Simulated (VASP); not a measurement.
MgS: single point with PBE

MgS:

```
CELL_PARAMETERS angstrom
0.00000 2.39352 2.60165
2.39352 0.00000 2.60165
2.39352 2.39352 0.00000
ATOMIC_POSITIONS crystal
Mg 0.00000 0.00000 0.00000
S 0.50000 0.50000 0.50000
```

This cell differs from its parent crystal: strain -0.080 along x and y, +0.000 along z.

```
Program             : VASP 6.6.1
Task                : single point
Functional          : PBE
Potentials or basis : VASP PAW PBE potentials, release 64 (Mg, S)
Cutoff              : 520 eV
k mesh              : 8 × 8 × 8
Occupations         : gaussian, width 0.05 eV
Spin                : no spin polarisation
```

| Property | Result |
| --- | --- |
| Pressure | 20.9 GPa |
| Band gap on the k mesh | 2.82 eV, indirect (least direct gap 4.84 eV) |

Stress tensor (GPa, compression positive):
```
26.94  0.00  0.00
 0.00 26.94  0.00
 0.00  0.00  8.77
```

Levels at points of the mesh, in eV from the valence-band top:
| k point | band 1 | band 2 | band 3 | band 4 | band 5 | band 6 | band 7 | band 8 | band 9 |
| --- | --- | --- | --- | --- | --- | --- | --- | --- | --- |
| (0.00, 0.00, 0.00) | -13.91 | -0.27 | -0.27 | 0.00 | 4.95 | 7.02 | 7.99 | 7.99 | 9.72 |
| (0.50, 0.00, 0.00) | -12.13 | -5.97 | -1.18 | -0.81 | 4.44 | 6.64 | 7.45 | 11.77 | 13.03 |
| (0.50, 0.50, 0.00) | -11.92 | -5.41 | -1.93 | -1.93 | 3.45 | 3.85 | 13.00 | 13.02 | 15.44 |
| (0.50, 0.00, 0.50) | -11.47 | -5.25 | -2.78 | -2.02 | 2.82 | 3.57 | 13.06 | 13.55 | 13.73 |

Wall time 45 s on 1 thread of AMD EPYC 7R13, with other jobs on the host, peak memory 0.14 GiB.

Caveat: the cell differs from its parent crystal (strain -0.080 along x and y, +0.000 along z). A k mesh can miss the band edges.
